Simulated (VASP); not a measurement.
# Al3BAs4 (P3m1) in VASP: a series of runs

Al3BAs4 is run at these levels: PBE; tasks: single point.

Everything below comes from runs of VASP 6.6.1. Logs are shortened: lines on timing, memory, paths and dates and some standing lists are left out, and cuts for length are marked.

## 1. The cell of the first run

It takes space group P3m1 (No. 156, trigonal). The conventional cell has a = 3.750 Å, b = 3.750 Å, c = 12.325 Å, α = 90.00°, β = 90.00°, γ = 120.00°. Al (site symmetry 3m) has 4 As at 2.30 to 2.31 Å within 3.0 Å. Within 3.0 Å of Al (site symmetry 3m) lie 4 As at 2.30 to 2.31 Å. Al (site symmetry 3m) has 4 As at 2.30 to 2.31 Å within 3.0 Å. B (site symmetry 3m) has 4 As at 2.30 to 2.31 Å within 3.0 Å. Within 3.0 Å of As (site symmetry 3m) lie 3 B at 2.30 Å and 1 Al at 2.31 Å. Within 3.0 Å of As (site symmetry 3m) lie 4 Al at 2.30 to 2.31 Å. Within 3.0 Å of As (site symmetry 3m) lie 3 Al at 2.30 Å and 1 B at 2.31 Å. Within 3.0 Å of As (site symmetry 3m) lie 4 Al at 2.30 to 2.31 Å.

## 2. Single point, PBE

File INCAR:

```
SYSTEM = Al3BAs4
PREC = Accurate ; ENCUT = 520
EDIFF = 1E-6 ; ISMEAR = 0
SIGMA = 0.1 ; LREAL = .FALSE.
LASPH = .TRUE. ; NELM = 80
ALGO = Normal ; ISIF = 2
LWAVE = .FALSE. ; LCHARG = .FALSE.
GGA = PE ; NBANDS = 26
```

File KPOINTS:

```
regular mesh
0
G
  6 6 2
  0 0 0
```

File POSCAR:

```
Al3BAs4
1.0
    3.7495469700      0.0000000000      0.0000000000
   -1.8747734900      3.2472029300      0.0000000000
    0.0000000000      0.0000000000     12.3245179400
Al B As
3 1 4
Direct
    0.3333333300      0.6666666700      0.0003415000
    0.3333333300      0.6666666700      0.5003415000
    0.6666666700      0.3333333300      0.7503415000
    0.6666666700      0.3333333300      0.2503415000
    0.3333333300      0.6666666700      0.1876585000
    0.3333333300      0.6666666700      0.6876585000
    0.6666666700      0.3333333300      0.4376585000
    0.6666666700      0.3333333300      0.9376585000
```

Potentials or basis: VASP PAW PBE potentials, release 64 (Al, B, As).

Command:

```console
cat potpaw_PBE.64/Al/POTCAR potpaw_PBE.64/B/POTCAR potpaw_PBE.64/As/POTCAR > POTCAR
mpirun -np 1 vasp_std > vasp.out
```

OUTCAR:

```text
SYSTEM = Al3BAs4
   PREC = Accurate
   ENCUT = 520
   EDIFF = 1E-6
   ISMEAR = 0
   LREAL = .FALSE.
   LASPH = .TRUE.
   NELM = 80
   ISIF = 2
   GGA = PE

 ion  position               nearest neighbor table
   1  0.333  0.667  0.000-   8 2.30   8 2.30   8 2.30   5 2.31
   2  0.333  0.667  0.500-   7 2.30   7 2.30   7 2.30   6 2.31
   3  0.667  0.333  0.750-   6 2.30   6 2.30   6 2.30   8 2.31
   4  0.667  0.333  0.250-   5 2.30   5 2.30   5 2.30   7 2.31
   5  0.333  0.667  0.188-   4 2.30   4 2.30   4 2.30   1 2.31
   6  0.333  0.667  0.688-   3 2.30   3 2.30   3 2.30   2 2.31
   7  0.667  0.333  0.438-   2 2.30   2 2.30   2 2.30   4 2.31
   8  0.667  0.333  0.938-   1 2.30   1 2.30   1 2.30   3 2.31

  LATTYP: Found a hexagonal cell.
 ALAT       =     3.7495469700
 C/A-ratio  =     3.2869352054

  Lattice vectors:

 A1 = (   3.7495469700,   0.0000000000,   0.0000000000)
 A2 = (  -1.8747734900,   3.2472029300,   0.0000000000)
 A3 = (   0.0000000000,   0.0000000000,  12.3245179400)

Analysis of symmetry for initial positions (statically):
=====================================================================
 Subroutine PRICEL returns:
 Original cell was already a primitive cell.

 Routine SETGRP: Setting up the symmetry group for a
 hexagonal supercell.

 Subroutine GETGRP returns: Found  6 space group operations
 (whereof  6 operations were pure point group operations)
 out of a pool of 24 trial point group operations.

The static configuration has the point symmetry C_3v.

Analysis of symmetry for dynamics (positions and initial velocities):
=====================================================================
 Subroutine PRICEL returns:
 Original cell was already a primitive cell.

 Routine SETGRP: Setting up the symmetry group for a
 hexagonal supercell.

 Subroutine GETGRP returns: Found  6 space group operations
 (whereof  6 operations were pure point group operations)
 out of a pool of 24 trial point group operations.

The dynamic configuration has the point symmetry C_3v.

 Subroutine INISYM returns: Found  6 space group operations
 (whereof  6 operations are pure point group operations),
 and found     1 'primitive' translations

----------------------------------------------------------------------------------------

                                     Primitive cell

  volume of cell :     150.0577

  direct lattice vectors                    reciprocal lattice vectors
[... 93 lines left out ...]
   NFREE  =      0    steps in history (QN), initial steepest desc. (CG)
   ISIF   =      2    stress and relaxation
   ISYM   =      2    0-nonsym 1-usesym 2-fastsym
   POTIM  = 0.5000    time-step for ionic-motion
   TEBEG  =    0.0;   TEEND  =   0.0 temperature during run
   PSTRESS=    0.0 pullay stress
   NELECT =      32.0000    total number of electrons
   NUPDOWN=      -1.0000    fix difference up-down
   EMIN   =  10.00;   EMAX   =-10.00  energy-range for DOS
   EFERMI =   0.00;   METHOD = LEGACY
   ISMEAR =     0;   SIGMA  =   0.10  broadening in eV -4-tet -1-fermi 0-gaus
   EFERMI_NEDOS =   21; number of points for ismear=-14 and -15
   IALGO  =     38    algorithm
   IMIX   =      4    mixing-type and parameters
     AMIX     =   0.40;   BMIX     =  1.00
     AMIX_MAG =   1.60;   BMIX_MAG =  1.00
  volume/ion in A,a.u.               =      18.76       126.58
  Fermi-wavevector in a.u.,A,eV,Ry     =   0.978075  1.848293 13.015747  0.956630
  Thomas-Fermi vector in A             =   2.108822
   LORBIT       =      0    0 simple, 1 ext, 2 COOP (PROOUT), +10 PAW based schemes
   GGA     = PE    functional components
   LHFCALC =     F    Hartree Fock is set to
   AEXX    =    0.0000 exact exchange contribution
   IVDW    =     0    specifies the selected vdW correction
   LEPSILON=     F    determine dielectric tensor
   LRPA    =     F    only Hartree local field effects (RPA)
 non-spin polarized calculation
 Gauss-broadening in eV      SIGMA  =   0.10
  energy-cutoff  :      520.00
  volume of cell :      150.06
 maximum number of plane-waves:      4059
 NGX is ok and might be reduce to    28
   NGX = 13   NGY = 13   NGZ = 45

 number of electron      32.0000002 magnetization

 Free energy of the ion-electron system (eV)
  ---------------------------------------------------
  ext. energy  EPLUGINS =         0.00000000
  ---------------------------------------------------
  free energy    TOTEN  =       -36.72437921 eV

  energy without entropy =      -36.72437921  energy(sigma->0) =      -36.72437921

 E-fermi :   5.6544     XC(G=0):  -9.6596

 val. band max:        5.2342718054   @ k =   0.0000   0.0000   0.0000
 cond. band min:       6.3936023019   @ k =   0.5000  -0.0000   0.5000
 fundamental gap:      1.1593304965
 Fermi energy:         5.6544454874

 k-point     1 :       0.0000    0.0000    0.0000
  band No.  band energies     occupation
      1      -8.0711      2.00000
      2      -7.3433      2.00000
      3      -7.2079      2.00000
      4      -6.1101      2.00000
      5      -1.6075      2.00000
      6       0.9163      2.00000
[... 395 lines left out ...]
     25      11.6246      0.00000
     26      12.2312      0.00000

------------------------ aborting loop because EDIFF is reached ----------------------------------------

  FORCE on cell =-STRESS in cart. coord.  units (eV):
  Direction    XX          YY          ZZ          XY          YZ          ZX
  --------------------------------------------------------------------------------------
  -------------------------------------------------------------------------------------
  Total       12.7046688     12.7046688     13.1145309     -0.0000000      0.0000000      0.0000000
  in kB      135.6487386    135.6487387    140.0248686     -0.0000002      0.0000000      0.0000000
  external PRESSURE =     137.1074486 kB  Pullay stress =       0.0000000 kB

 VOLUME and BASIS-vectors are now :
 -----------------------------------------------------------------------------
  energy-cutoff  :      520.00
  volume of cell :      150.06
      direct lattice vectors                 reciprocal lattice vectors
     3.749546970  0.000000000  0.000000000     0.266698886  0.153978674  0.000000000
    -1.874773490  3.247202930  0.000000000     0.000000000  0.307957347  0.000000000
     0.000000000  0.000000000 12.324517940     0.000000000  0.000000000  0.081139076

 POSITION                                       TOTAL-FORCE (eV/Angst)
 -----------------------------------------------------------------------------------
     -0.00000      2.16480      0.00421         0.000000      0.000000     -0.081662
     -0.00000      2.16480      6.16647         0.000000      0.000000     -0.302584
      1.87477      1.08240      9.24760        -0.000000      0.000000      0.039003
      1.87477      1.08240      3.08534         0.000000      0.000000      0.208117
     -0.00000      2.16480      2.31280         0.000000      0.000000      3.064748
     -0.00000      2.16480      8.47506         0.000000     -0.000000     -0.047017
      1.87477      1.08240      5.39393        -0.000000     -0.000000     -2.904752
      1.87477      1.08240     11.55619        -0.000000      0.000000      0.024147
 -----------------------------------------------------------------------------------
    total drift:                               -0.000003      0.000001      0.000113

  FREE ENERGIE OF THE ION-ELECTRON SYSTEM (eV)
  ---------------------------------------------------
  free  energy   TOTEN  =       -36.7243792114 eV

  energy  without entropy=      -36.7243792114  energy(sigma->0) =      -36.72437921
```

OSZICAR:

```text
N       E                     dE             d eps       ncg     rms          rms(c)
DAV:   1     0.100337093169E+03    0.10034E+03   -0.12248E+04   728   0.102E+03
DAV:   2    -0.291635847081E+02   -0.12950E+03   -0.12087E+03   952   0.160E+02
DAV:   3    -0.375610629459E+02   -0.83975E+01   -0.83133E+01   960   0.401E+01
DAV:   4    -0.376778262190E+02   -0.11676E+00   -0.11656E+00   928   0.543E+00
DAV:   5    -0.376801505623E+02   -0.23243E-02   -0.23231E-02  1052   0.791E-01    0.728E+00
DAV:   6    -0.369127111603E+02    0.76744E+00   -0.78519E-01   852   0.363E+00    0.426E+00
DAV:   7    -0.367197374764E+02    0.19297E+00   -0.74854E-01   932   0.361E+00    0.110E+00
DAV:   8    -0.367235633616E+02   -0.38259E-02   -0.62588E-02   846   0.130E+00    0.493E-01
DAV:   9    -0.367239239936E+02   -0.36063E-03   -0.87954E-03   924   0.391E-01    0.181E-01
DAV:  10    -0.367241311467E+02   -0.20715E-03   -0.10077E-03   870   0.159E-01    0.611E-02
DAV:  11    -0.367243556334E+02   -0.22449E-03   -0.28179E-04   812   0.790E-02    0.276E-02
DAV:  12    -0.367243670555E+02   -0.11422E-04   -0.15026E-05   952   0.216E-02    0.133E-02
DAV:  13    -0.367243787882E+02   -0.11733E-04   -0.20056E-05   784   0.212E-02    0.263E-03
DAV:  14    -0.367243792114E+02   -0.42325E-06   -0.12535E-06   692   0.666E-03
   1 F= -.36724379E+02 E0= -.36724379E+02  d E =-.337162E-10
```

stdout:

```text
POSCAR found type information on POSCAR AlB As
 POSCAR found :  3 types and       8 ions
 scaLAPACK will be used
 LDA part: xc-table for (Slater+PW92), standard interpolation
 POSCAR, INCAR and KPOINTS ok, starting setup
 FFT: planning ... GRIDC
 FFT: planning ... GRID_SOFT
 FFT: planning ... GRID
 WAVECAR not read
 entering main loop
```

Wall time 43 s (1 thread of Intel Xeon Platinum 8559C (Emerald Rapids), shared host); peak memory 0.27 GiB.

Results:

```
Free energy            : -36.7244 eV
Pressure               : 13.7 GPa
Largest force          : 3.065 eV/Å
Band gap on the k mesh : 1.16 eV, indirect (least direct gap 1.26 eV)
```

Forces on the atoms (eV/Å):
```
Al   0.000  0.000 -0.082
Al   0.000  0.000 -0.303
Al   0.000  0.000  0.039
B    0.000  0.000  0.208
As   0.000  0.000  3.065
As   0.000  0.000 -0.047
As   0.000  0.000 -2.905
As   0.000  0.000  0.024
```

Caveat: forces of over 1 eV/Å act on the atoms, so gaps and moduli don't describe the material at rest. A k mesh can miss the band edges.

## 3. Single point, PBE

This run uses another cell than the first one, of 21.12 Å³/atom, 1.126 times its volume.

File INCAR:

```
PREC = Accurate ; ENCUT = 520
EDIFF = 1E-7 ; ISMEAR = 0
SIGMA = 0.1 ; LREAL = False
LASPH = True ; NELM = 60
ALGO = Normal ; ISIF = 2
LWAVE = False ; LCHARG = True
GGA = PE ; LELF = True
LVHAR = True ; NBANDS = 26
```

File KPOINTS:

```
Automatic mesh
0
Gamma
  6 6 2
```

File POSCAR:

```
Al3BAs4
1.0
    3.8831933897      0.0000000030      0.0000000000
   -1.9415966974      3.3629441218      0.0000000000
    0.0000000000      0.0000000000     12.9397132219
Al B As
3 1 4
Direct
    0.3333333333      0.6666666667      0.0117433761
    0.3333333333      0.6666666667      0.4896407863
    0.6666666667      0.3333333333      0.7506345424
    0.6666666667      0.3333333333      0.2558933394
    0.3333333333      0.6666666667      0.2047238097
    0.3333333333      0.6666666667      0.6799314482
    0.6666666667      0.3333333333      0.4183917228
    0.6666666667      0.3333333333      0.9410409751
```

Potentials or basis: VASP PAW PBE potentials, release 64 (Al, B, As).

Command:

```console
cat potpaw_PBE.64/Al/POTCAR potpaw_PBE.64/B/POTCAR potpaw_PBE.64/As/POTCAR > POTCAR
mpirun -np 1 vasp_std > vasp.out
```

It took 58 s on 1 thread of Intel Xeon Platinum 8559C (Emerald Rapids), shared host; peak memory 0.3 GiB.

Results (log left out):

| Property | Result |
| --- | --- |
| Free energy | -38.1627 eV |
| Pressure | 0.3 GPa |
| Largest force | 0.041 eV/Å |
| Band gap on the k mesh | 0.14 eV, direct |

Forces in eV/Å, atoms in the order of the input:
```
Al   0.000  0.000  0.004
Al   0.000  0.000 -0.007
Al   0.000  0.000 -0.014
B    0.000  0.000 -0.041
As   0.000  0.000 -0.005
As   0.000  0.000  0.012
As   0.000  0.000  0.036
As   0.000  0.000  0.015
```

Stress tensor (GPa, compression positive):
```
0.25 0.00 0.00
0.00 0.25 0.00
0.00 0.00 0.43
```

Levels at points of the mesh, in eV from the valence-band top:
| k point | band 13 | band 14 | band 15 | band 16 | band 17 | band 18 | band 19 | band 20 |
| --- | --- | --- | --- | --- | --- | --- | --- | --- |
| (0.00, 0.00, 0.00) | -0.49 | -0.49 | 0.00 | 0.00 | 0.14 | 2.08 | 2.44 | 2.81 |
| (0.50, 0.00, 0.00) | -2.09 | -2.04 | -1.77 | -1.10 | 0.95 | 1.62 | 1.67 | 2.53 |
| (0.00, 0.00, 0.50) | -0.32 | -0.32 | -0.10 | -0.10 | 0.27 | 2.27 | 2.83 | 2.96 |
| (0.50, 0.00, 0.50) | -2.21 | -1.95 | -1.50 | -1.28 | 0.96 | 1.61 | 1.79 | 1.87 |

A k mesh can miss the band edges.
